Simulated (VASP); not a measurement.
# Al2O3 (P-6m2) in VASP: further runs

Aim: see how the results for Al2O3 move with the level of theory and the settings. Levels: LDA, r2SCAN. Tasks: single point.

Everything below comes from runs of VASP 6.6.1. Logs are shortened: lines on timing, memory, paths and dates and some standing lists are left out, and cuts for length are marked.

**1. The cell of the first run**

Symmetry: P-6m2, No. 187, hexagonal system. Conventional cell: a = 2.884 Å, b = 2.884 Å, c = 9.337 Å, α = 90.00°, β = 90.00°, γ = 120.00°. Within 2.4 Å of Al (site symmetry 3m) lie 6 O at 1.80 to 2.18 Å. Within 2.4 Å of O (site symmetry 3m) lie 3 Al at 1.80 Å. Within 2.9 Å of O (site symmetry -6m2) lie 6 Al at 2.18 Å and 12 O at 2.66 to 2.88 Å.

**2. Single point, LDA**

Contents of INCAR:

```
SYSTEM = Al2O3
  PREC = Accurate
  ENCUT = 520
  EDIFF = 1E-7
  ISMEAR = -1
  SIGMA = 0.05
  LREAL = .False.
  LASPH = .True.
  NELM = 80
  ALGO = Normal
  ISIF = 2
  LWAVE = .False.
  LCHARG = .False.
  GGA = CA
  NBANDS = 20
```

Contents of KPOINTS:

```
Automatic mesh
0
Gamma
  11 11 3
  0 0 0
```

Contents of POSCAR:

```
Al2O3
1.0
    2.8843249483      0.0000000000      0.0000000000
   -1.4421624742      2.4978986780      0.0000000000
    0.0000000000      0.0000000000      9.3367544600
Al O
2 3
Direct
    0.0000000000      0.0000000000      0.8500076700
    0.0000000000      0.0000000000      0.1499923300
    0.3333333333      0.6666666667      0.7776830800
    0.6666666667      0.3333333333      0.0000000000
    0.3333333333      0.6666666667      0.2223169200
```

Potentials or basis: VASP PAW LDA potentials, release 64 (Al, O).

On the command line:

```sh
$ cat potpaw_LDA.64/Al/POTCAR potpaw_LDA.64/O/POTCAR > POTCAR
$ mpirun -np 1 vasp_std > vasp.out
```

OUTCAR:

```text
SYSTEM = Al2O3
   PREC = Accurate
   ENCUT = 520
   EDIFF = 1E-7
   ISMEAR = -1
   LREAL = .False.
   LASPH = .True.
   NELM = 80
   ISIF = 2
   GGA = CA

 ion  position               nearest neighbor table
   1  0.000  0.000  0.850-   3 1.80   3 1.80   3 1.80   4 2.18   4 2.18   4 2.18   2 2.80
   2  0.000  0.000  0.150-   5 1.80   5 1.80   5 1.80   4 2.18   4 2.18   4 2.18   1 2.80
   3  0.333  0.667  0.778-   1 1.80   1 1.80   1 1.80
   4  0.667  0.333  0.000-   1 2.18   2 2.18   1 2.18   2 2.18   1 2.18   2 2.18
   5  0.333  0.667  0.222-   2 1.80   2 1.80   2 1.80

  LATTYP: Found a hexagonal cell.
 ALAT       =     2.8843249483
 C/A-ratio  =     3.2370674689

  Lattice vectors:

 A1 = (   2.8843249483,   0.0000000000,   0.0000000000)
 A2 = (  -1.4421624742,   2.4978986780,   0.0000000000)
 A3 = (   0.0000000000,   0.0000000000,   9.3367544600)

Analysis of symmetry for initial positions (statically):
=====================================================================
 Subroutine PRICEL returns:
 Original cell was already a primitive cell.

 Routine SETGRP: Setting up the symmetry group for a
 hexagonal supercell.

 Subroutine GETGRP returns: Found 12 space group operations
 (whereof 12 operations were pure point group operations)
 out of a pool of 24 trial point group operations.

The static configuration has the point symmetry D_3h.

Analysis of symmetry for dynamics (positions and initial velocities):
=====================================================================
 Subroutine PRICEL returns:
 Original cell was already a primitive cell.

 Routine SETGRP: Setting up the symmetry group for a
 hexagonal supercell.

 Subroutine GETGRP returns: Found 12 space group operations
 (whereof 12 operations were pure point group operations)
 out of a pool of 24 trial point group operations.

The dynamic configuration has the point symmetry D_3h.

 Subroutine INISYM returns: Found 12 space group operations
 (whereof 12 operations are pure point group operations),
 and found     1 'primitive' translations

----------------------------------------------------------------------------------------

                                     Primitive cell

  volume of cell :      67.2690

  direct lattice vectors                    reciprocal lattice vectors
     2.884324948  0.000000000  0.000000000     0.346701574  0.200168247  0.000000000
    -1.442162474  2.497898678  0.000000000     0.000000000  0.400336494  0.000000000
     0.000000000  0.000000000  9.336754460     0.000000000  0.000000000  0.107103598

  length of vectors
     2.884324948  2.884324948  9.336754460     0.400336494  0.400336494  0.107103598

  position of ions in fractional coordinates (direct lattice)
     0.000000000  0.000000000  0.850007670
     0.000000000  0.000000000  0.149992330
     0.333333333  0.666666667  0.777683080
     0.666666667  0.333333333  0.000000000
     0.333333333  0.666666667  0.222316920

  ion indices of the primitive-cell ions
   primitive index   ion index
                 1           1
                 2           2
                 3           3
                 4           4
                 5           5

----------------------------------------------------------------------------------------

 KPOINTS: Automatic mesh

Automatic generation of k-mesh.
 Grid dimensions read from file:
 generate k-points for:   11   11    3

 Generating k-lattice:

  Cartesian coordinates                     Fractional coordinates (reciprocal lattice)
     0.031518325  0.018197113  0.000000000     0.090909091  0.000000000  0.000000000
     0.000000000  0.036394227  0.000000000     0.000000000  0.090909091  0.000000000
     0.000000000  0.000000000  0.035701199     0.000000000  0.000000000  0.333333333

  Length of vectors
     0.036394227  0.036394227  0.035701199

  Shift w.r.t. Gamma in fractional coordinates (k-lattice)
     0.000000000  0.000000000  0.000000000

 Subroutine IBZKPT returns following result:
 ===========================================

 Found     32 irreducible k-points:

 Following reciprocal coordinates:
            Coordinates               Weight
  0.000000  0.000000  0.000000      1.000000
  0.090909 -0.000000  0.000000      6.000000
  0.181818 -0.000000  0.000000      6.000000
  0.272727  0.000000  0.000000      6.000000
  0.363636  0.000000  0.000000      6.000000
  0.454545 -0.000000  0.000000      6.000000
[... 16 lines left out ...]
  0.090909  0.090909  0.333333     12.000000
  0.181818  0.090909  0.333333     24.000000
 [... further k-points ...]
   k-points           NKPTS =     32   k-points in BZ     NKDIM =     32   number of bands    NBANDS=     20
   number of dos      NEDOS =    301   number of ions     NIONS =      5
   total plane-waves  NPLWV =  40320
   dimension x,y,z NGX =    24 NGY =   24 NGZ =   70
   dimension x,y,z NGXF=    48 NGYF=   48 NGZF=  140
   ions per type =               2   3
   NGX,Y,Z   is equivalent  to a cutoff of  13.83, 13.83, 12.46 a.u.
   NGXF,Y,Z  is equivalent  to a cutoff of  27.67, 27.67, 24.93 a.u.
 SYSTEM =  Al2O3
   PREC   = accura    normal or accurate (medium, high low for compatibility)
   ISTART =      0    job   : 0-new  1-cont  2-samecut
   ICHARG =      2    charge: 1-file 2-atom 10-const
   ISPIN  =      1    spin polarized calculation?
   LNONCOLLINEAR =      F non collinear calculations
   LSORBIT =      F    spin-orbit coupling
   LASPH  =      T    aspherical Exc in radial PAW
   ENCUT  =  520.0 eV  38.22 Ry    6.18 a.u.   5.36  5.36 17.36*2*pi/ulx,y,z
   NELM   =     80;   NELMIN=  2; NELMDL= -5     # of ELM steps
   EDIFF  = 0.1E-06   stopping-criterion for ELM
   LREAL  =      F    real-space projection
   EDIFFG = 0.1E-05   stopping-criterion for IOM
   NSW    =      0    number of steps for IOM
   IBRION =     -1    ionic relax: 0-MD 1-quasi-New 2-CG
   NFREE  =      0    steps in history (QN), initial steepest desc. (CG)
   ISIF   =      2    stress and relaxation
   ISYM   =      2    0-nonsym 1-usesym 2-fastsym
   POTIM  = 0.5000    time-step for ionic-motion
   TEBEG  =    0.0;   TEEND  =   0.0 temperature during run
   PSTRESS=    0.0 pullay stress
   NELECT =      24.0000    total number of electrons
   NUPDOWN=      -1.0000    fix difference up-down
   EMIN   =  10.00;   EMAX   =-10.00  energy-range for DOS
   EFERMI =   0.00;   METHOD = LEGACY
   ISMEAR =    -1;   SIGMA  =   0.05  broadening in eV -4-tet -1-fermi 0-gaus
   EFERMI_NEDOS =   21; number of points for ismear=-14 and -15
   IALGO  =     38    algorithm
   IMIX   =      4    mixing-type and parameters
     AMIX     =   0.40;   BMIX     =  1.00
     AMIX_MAG =   1.60;   BMIX_MAG =  1.00
  volume/ion in A,a.u.               =      13.45        90.79
  Fermi-wavevector in a.u.,A,eV,Ry     =   1.161111  2.194181 18.343074  1.348178
  Thomas-Fermi vector in A             =   2.297686
   LORBIT       =      0    0 simple, 1 ext, 2 COOP (PROOUT), +10 PAW based schemes
   GGA     = CA    functional components
   LHFCALC =     F    Hartree Fock is set to
   AEXX    =    0.0000 exact exchange contribution
   IVDW    =     0    specifies the selected vdW correction
   LEPSILON=     F    determine dielectric tensor
   LRPA    =     F    only Hartree local field effects (RPA)
 non-spin polarized calculation
  energy-cutoff  :      520.00
  volume of cell :       67.27
 maximum number of plane-waves:      1841
 NGX is ok and might be reduce to    24
   NGX = 11   NGY = 11   NGZ = 35

 number of electron      23.9999982 magnetization

 Free energy of the ion-electron system (eV)
  ---------------------------------------------------
  ext. energy  EPLUGINS =         0.00000000
  ---------------------------------------------------
  free energy    TOTEN  =       -40.09329318 eV

  energy without entropy =      -40.09329318  energy(sigma->0) =      -40.09329318

 E-fermi :   1.7606     XC(G=0):  -8.8993

 val. band max:        0.5624768596   @ k =   0.0909   0.0909   0.0000
 cond. band min:       5.3043410620   @ k =   0.0000   0.0000   0.0000
 fundamental gap:      4.7418642024
 Fermi energy:         1.7606160867

 k-point     1 :       0.0000    0.0000    0.0000
  band No.  band energies     occupation
      1     -17.9013      2.00000
      2     -16.8460      2.00000
      3     -15.6114      2.00000
      4      -4.4247      2.00000
      5      -1.5474      2.00000
      6      -0.9203      2.00000
[... 12 lines left out ...]
     19      15.1691      0.00000
     20      15.1724      0.00000

 k-point     2 :       0.0909   -0.0000    0.0000
  band No.  band energies     occupation
      1     -17.7978      2.00000
      2     -16.7677      2.00000
      3     -15.5727      2.00000
      4      -4.3651      2.00000
      5      -1.8047      2.00000
      6      -1.1386      2.00000
[... 12 lines left out ...]
     19      14.3404      0.00000
     20      15.3300      0.00000

 k-point     3 :       0.1818   -0.0000    0.0000
  band No.  band energies     occupation
      1     -17.5005      2.00000
      2     -16.5491      2.00000
      3     -15.4738      2.00000
      4      -4.2623      2.00000
      5      -2.6647      2.00000
      6      -1.8909      2.00000
[... 12 lines left out ...]
     19      13.5206      0.00000
     20      14.3553      0.00000

 k-point     4 :       0.2727    0.0000    0.0000
  band No.  band energies     occupation
      1     -17.0536      2.00000
      2     -16.2419      2.00000
      3     -15.3675      2.00000
      4      -4.3987      2.00000
      5      -3.8033      2.00000
      6      -2.6876      2.00000
[... 429 lines left out ...]
 k-point    23 :       0.0909    0.0909    0.3333
  band No.  band energies     occupation
      1     -17.5972      2.00000
      2     -16.6193      2.00000
      3     -15.5034      2.00000
      4      -4.2828      2.00000
      5      -2.3069      2.00000
      6      -1.7382      2.00000
[... 12 lines left out ...]
     19      13.5525      0.00000
     20      14.4998      0.00000

 k-point    24 :       0.1818    0.0909    0.3333
  band No.  band energies     occupation
      1     -17.2242      2.00000
      2     -16.3556      2.00000
      3     -15.3996      2.00000
      4      -4.2803      2.00000
      5      -3.2322      2.00000
      6      -2.5686      2.00000
[... 12 lines left out ...]
     19      12.9976      0.00000
     20      14.0729      0.00000

 [... further k-points ...]

------------------------ aborting loop because EDIFF is reached ----------------------------------------

  FORCE on cell =-STRESS in cart. coord.  units (eV):
  Direction    XX          YY          ZZ          XY          YZ          ZX
  --------------------------------------------------------------------------------------
  -------------------------------------------------------------------------------------
  Total       -2.9769071     -2.9769071     -2.0979110      0.0000000      0.0000000      0.0000000
  in kB      -70.9023966    -70.9023966    -49.9669349      0.0000000      0.0000000      0.0000000
  external PRESSURE =     -63.9239093 kB  Pullay stress =       0.0000000 kB

 VOLUME and BASIS-vectors are now :
 -----------------------------------------------------------------------------
  energy-cutoff  :      520.00
  volume of cell :       67.27
      direct lattice vectors                 reciprocal lattice vectors
     2.884324948  0.000000000  0.000000000     0.346701574  0.200168247  0.000000000
    -1.442162474  2.497898678  0.000000000     0.000000000  0.400336494  0.000000000
     0.000000000  0.000000000  9.336754460     0.000000000  0.000000000  0.107103598

 POSITION                                       TOTAL-FORCE (eV/Angst)
 -----------------------------------------------------------------------------------
      0.00000      0.00000      7.93631        -0.000000      0.000000     -0.018701
      0.00000      0.00000      1.40044        -0.000000     -0.000000      0.018701
     -0.00000      1.66527      7.26104         0.000000     -0.000000      0.497855
      1.44216      0.83263      0.00000         0.000000     -0.000000      0.000000
     -0.00000      1.66527      2.07572         0.000000     -0.000000     -0.497855
 -----------------------------------------------------------------------------------
    total drift:                                0.000000     -0.000000      0.000000

  FREE ENERGIE OF THE ION-ELECTRON SYSTEM (eV)
  ---------------------------------------------------
  free  energy   TOTEN  =       -40.0932931796 eV

  energy  without entropy=      -40.0932931796  energy(sigma->0) =      -40.09329318
```

Wall time 38 s (1 thread of AMD EPYC 7R43 (Zen 3), shared host); peak memory 0.14 GiB.

What came out:

- Free energy: -40.0933 eV
- Pressure: -6.4 GPa
- Largest force: 0.498 eV/Å
- Band gap on the k mesh: 4.74 eV, indirect (least direct gap 4.99 eV)

Forces in eV/Å, atoms in the order of the input:
```
Al   0.000  0.000 -0.019
Al   0.000  0.000  0.019
O    0.000  0.000  0.498
O    0.000  0.000  0.000
O    0.000  0.000 -0.498
```

Stress tensor (GPa, compression positive):
```
-7.09  0.00  0.00
 0.00 -7.09  0.00
 0.00  0.00 -5.00
```

A k mesh can miss the band edges.

**3. Single point, r2SCAN**

POSCAR is that of step 2.

Contents of INCAR.step1:

```
SYSTEM = Al2O3
  ALGO = Normal
  EDIFF = 1E-4
  ENCUT = 520
  GGA = PE
  ISMEAR = -1
  LASPH = .TRUE.
  LCHARG = .FALSE.
  LREAL = .FALSE.
  LWAVE = .TRUE.
  NBANDS = 20
  NELM = 100
  PREC = Accurate
  SIGMA = 0.05
```

Contents of INCAR.step2:

```
SYSTEM = Al2O3
  ALGO = Normal
  EDIFF = 1E-6
  ENCUT = 520
  ISIF = 2
  ISMEAR = -1
  ISTART = 1
  LASPH = .TRUE.
  LCHARG = .FALSE.
  LMIXTAU = .TRUE.
  LREAL = .FALSE.
  LWAVE = .FALSE.
  METAGGA = R2SCAN
  NBANDS = 20
  NELM = 100
  PREC = Accurate
  SIGMA = 0.05
```

Contents of KPOINTS:

```
k-points
0
G
  11 11 3
  0 0 0
```

Potentials or basis: VASP PAW PBE potentials, release 64 (Al, O).

On the command line:

```sh
$ cat potpaw_PBE.64/Al/POTCAR potpaw_PBE.64/O/POTCAR > POTCAR
$ cp INCAR.step1 INCAR
$ mpirun -np 1 vasp_std > vasp.out
$ cp INCAR.step2 INCAR
$ mpirun -np 1 vasp_std > vasp.out
```

OUTCAR:

```text
SYSTEM = Al2O3
   EDIFF = 1E-6
   ENCUT = 520
   ISIF = 2
   ISMEAR = -1
   ISTART = 1
   LASPH = .TRUE.
   LREAL = .FALSE.
   METAGGA = R2SCAN
   NELM = 100
   PREC = Accurate

 ion  position               nearest neighbor table
   1  0.000  0.000  0.850-   3 1.80   3 1.80   3 1.80   4 2.18   4 2.18   4 2.18   2 2.80
   2  0.000  0.000  0.150-   5 1.80   5 1.80   5 1.80   4 2.18   4 2.18   4 2.18   1 2.80
   3  0.333  0.667  0.778-   1 1.80   1 1.80   1 1.80
   4  0.667  0.333  0.000-   1 2.18   2 2.18   1 2.18   2 2.18   1 2.18   2 2.18
   5  0.333  0.667  0.222-   2 1.80   2 1.80   2 1.80

[... 756 lines left out ...]
  -------------------------------------------------------------------------------------
  Total       -2.2104024     -2.2104024     -1.4774616      0.0000000      0.0000000      0.0000000
  in kB      -52.6461938    -52.6461938    -35.1893984      0.0000000      0.0000000      0.0000000
  external PRESSURE =     -46.8272620 kB  Pullay stress =       0.0000000 kB

 VOLUME and BASIS-vectors are now :
 -----------------------------------------------------------------------------
  energy-cutoff  :      520.00
  volume of cell :       67.27
      direct lattice vectors                 reciprocal lattice vectors
     2.884324948  0.000000000  0.000000000     0.346701574  0.200168247  0.000000000
    -1.442162474  2.497898678  0.000000000     0.000000000  0.400336494  0.000000000
     0.000000000  0.000000000  9.336754460     0.000000000  0.000000000  0.107103598

 POSITION                                       TOTAL-FORCE (eV/Angst)
 -----------------------------------------------------------------------------------
      0.00000      0.00000      7.93631        -0.000000      0.000000     -0.148261
      0.00000      0.00000      1.40044        -0.000000      0.000000      0.148261
     -0.00000      1.66527      7.26104         0.000000      0.000000      0.434789
      1.44216      0.83263      0.00000         0.000000     -0.000000      0.000000
     -0.00000      1.66527      2.07572         0.000000     -0.000000     -0.434789
 -----------------------------------------------------------------------------------
    total drift:                                0.000006     -0.000003      0.000000

  FREE ENERGIE OF THE ION-ELECTRON SYSTEM (eV)
  ---------------------------------------------------
  free  energy   TOTEN  =       -46.7906044238 eV

  energy  without entropy=      -46.7906044238  energy(sigma->0) =      -46.79060442
```

OUTCAR.step1:

```text
SYSTEM = Al2O3
   EDIFF = 1E-4
   ENCUT = 520
   GGA = PE
   ISMEAR = -1
   LASPH = .TRUE.
[... 785 lines left out ...]
     -0.00000      1.66527      7.26104        -0.000000      0.000000     -0.016625
      1.44216      0.83263      0.00000         0.000000      0.000000      0.000000
     -0.00000      1.66527      2.07572        -0.000000     -0.000000      0.016625
 -----------------------------------------------------------------------------------
    total drift:                                0.000000     -0.000000      0.000000

  FREE ENERGIE OF THE ION-ELECTRON SYSTEM (eV)
  ---------------------------------------------------
  free  energy   TOTEN  =       -36.3849519196 eV

  energy  without entropy=      -36.3849519196  energy(sigma->0) =      -36.38495192
```

Run time: 3.2 min. Hardware: 1 thread of AMD EPYC 7R43 (Zen 3), shared host; peak memory 0.17 GiB.

Results:

```yaml
Free_energy: -46.7906 eV
Pressure: -4.7 GPa
Largest_force: 0.435 eV/Å
Band_gap_on_the_k_mesh: 5.60 eV, indirect (least direct gap 5.83 eV)
```

Forces on the atoms (eV/Å):
```
Al   0.000  0.000 -0.148
Al   0.000  0.000  0.148
O    0.000  0.000  0.435
O    0.000  0.000  0.000
O    0.000  0.000 -0.435
```

Caveat: the PAW data sets were made with another functional, which shifts forces and pressure a little. A k mesh can miss the band edges.
